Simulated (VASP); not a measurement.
Wanted: the native input for a VASP 6.6.1 run.

```yaml
Task: single point
Functional: PBE
Potentials_or_basis: VASP PAW PBE potentials, release 64 (Ca_sv, Cu, H)
Cutoff: 520 eV
k_mesh: 12 × 12 × 14
Occupations: gaussian, width 0.1 eV
Spin: no spin polarisation
Dipole_correction: no
Further_INCAR_settings: ALGO = Normal; EDIFF = 1e-06; NBANDS = 20
```

The structure of CaCuH2 lies in POSCAR:

```
CaCuH2
1.0
    3.6458660379      0.0000000000      0.0000000000
    0.0000000000      3.6458660379      0.0000000000
    0.0000000000      0.0000000000      3.4125332205
Ca Cu H
1 1 2
Direct
    0.0000000000      0.0000000000      0.0000000000
    0.5000000000      0.5000000000      0.5000000000
    0.0000000000      0.5000000000      0.5000000000
    0.5000000000      0.0000000000      0.5000000000
```

The cell was generated, and may not be a known phase.

The input as run:

INCAR

```
PREC = Accurate
ENCUT = 520
EDIFF = 1E-6
ISMEAR = 0
SIGMA = 0.1
LREAL = F
LASPH = T
NELM = 100
ALGO = Normal
ISIF = 2
LWAVE = F
LCHARG = T
GGA = PE
LELF = T
LVHAR = T
NBANDS = 20
```

KPOINTS

```
Automatic mesh
0
Gamma
  12 12 14
```

Potentials or basis: VASP PAW PBE potentials, release 64 (Ca_sv, Cu, H).

Run with:

```sh
$ cat potpaw_PBE.64/Ca_sv/POTCAR potpaw_PBE.64/Cu/POTCAR potpaw_PBE.64/H/POTCAR > POTCAR
$ mpirun -np 1 vasp_std > vasp.out
```

Results of the run:

```json
{
  "Pressure": "0.4 GPa",
  "Band gap on the k mesh": "zero (an odd number of electrons rules out a gap without spin polarisation)"
}
```

Wall time 83 s on 1 thread of Intel(R) Xeon(R) 6975P-C (Granite Rapids), on a shared host, peak memory 0.33 GiB.
